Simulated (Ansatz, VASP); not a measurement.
## One calculation of Si4Cl, two programs

```xyz
5
Lattice="3.3834 0.0000 0.0000 0.0000 3.3834 0.0000 0.0000 0.0000 9.7943" Properties=species:S:1:pos:R:3 pbc="T T T"
Si    1.6917    1.6917    4.8972
Si    1.6917    1.6917    0.0000
Si    1.6917    1.6917    7.2075
Si    1.6917    1.6917    2.5869
Cl    0.0000    0.0000    0.0000
```

Alike in both runs: functional PBE; k mesh 12 × 12 × 4; occupations gaussian, width 0.1 eV; no spin polarisation.

Ansatz relaxed the structure, and its values are those at the end. VASP's run is a single point on that final structure, the one shown.

```csv
,VASP,Ansatz
version,VASP 6.6.1,Ansatz 0.2.0
potentials or method,"VASP PAW PBE potentials, release 64 (Si, Cl), cutoff 520 eV","scalar-relativistic, plane waves, PAW"
valence electrons in the cell,23,23
```

|  | VASP | Ansatz | Ansatz less VASP |
| --- | --- | --- | --- |
| gap on the k mesh at the Fermi level (eV) | none | none | - |
| pressure (GPa) | 0.0 | 0.0 | -0.01 |

A gap of «none» marks a metal or a gap that the smearing closes.
